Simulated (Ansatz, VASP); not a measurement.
## One calculation of GeS, two programs

INCAR

```
SYSTEM = GeS
ALGO = Normal
EDIFF = 1E-7
EDIFFG = -0.01
ENCUT = 500
GGA = PE
GGA_COMPAT = .False.
IBRION = 2
ISIF = 3
ISMEAR = 0
LASPH = .True.
LCHARG = .False.
LREAL = .False.
LWAVE = .False.
NELM = 120
NELMIN = 4
NSW = 100
PREC = Accurate
SIGMA = 0.01
```

KPOINTS

```
k-points
0
Gamma
  2 5 4
  0 0 0
```

POSCAR

```
GeS
1.0
   10.4810000000      0.0000000000      0.0000000000
    0.0000000000      3.6460000000      0.0000000000
    0.0000000000      0.0000000000      4.2990000000
Ge S
4 4
Direct
    0.1221000000      0.2500000000      0.1277000000
    0.3779000000      0.7500000000      0.6277000000
    0.6221000000      0.2500000000      0.3723000000
    0.8779000000      0.7500000000      0.8723000000
    0.8495000000      0.2500000000      0.5023000000
    0.6505000000      0.7500000000      0.0023000000
    0.3495000000      0.2500000000      0.9977000000
    0.1505000000      0.7500000000      0.4977000000
```

Input for Ansatz:

```yaml
crystal:
  lattice:
    - [10.481, 0.0, 0.0]
    - [0.0, 3.646, 0.0]
    - [0.0, 0.0, 4.299]
  atoms:
    - { symbol: Ge, position: [0.1221, 0.25, 0.1277] }
    - { symbol: Ge, position: [0.3779, 0.75, 0.6277] }
    - { symbol: Ge, position: [0.6221, 0.25, 0.3723] }
    - { symbol: Ge, position: [0.8779, 0.75, 0.8723] }
    - { symbol: S, position: [0.8495, 0.25, 0.5023] }
    - { symbol: S, position: [0.6505, 0.75, 0.0023] }
    - { symbol: S, position: [0.3495, 0.25, 0.9977] }
    - { symbol: S, position: [0.1505, 0.75, 0.4977] }
kpoints:
  mp_grid:
    grid: [2, 5, 4]
hamiltonian:
  xc: pbe
scf:
  occupations:
    method: fixed
relax:
  max_steps: 100
  cell: {}
```

Alike in both runs: task relaxation of cell and atoms; functional PBE; k mesh 2 × 5 × 4; no spin polarisation.

|  | VASP | Ansatz |
| --- | --- | --- |
| version | VASP 6.6.1 | Ansatz 0.2.0 |
| potentials or method | VASP PAW PBE potentials, release 64 (Ge_d, S) | plane waves, PAW |
| plane-wave cutoff (eV) | 500 | 420 |
| occupations | gaussian, width 0.01 eV | fixed |
| valence electrons in the cell | 80 | 80 |

|  | VASP | Ansatz | Ansatz less VASP |
| --- | --- | --- | --- |
| relaxed volume (Å³/atom) | 21.84 | 22.02 | +0.174 |
| relaxed cell length with the largest relative difference (Å) | 10.795 | 10.860 | +0.0643 |
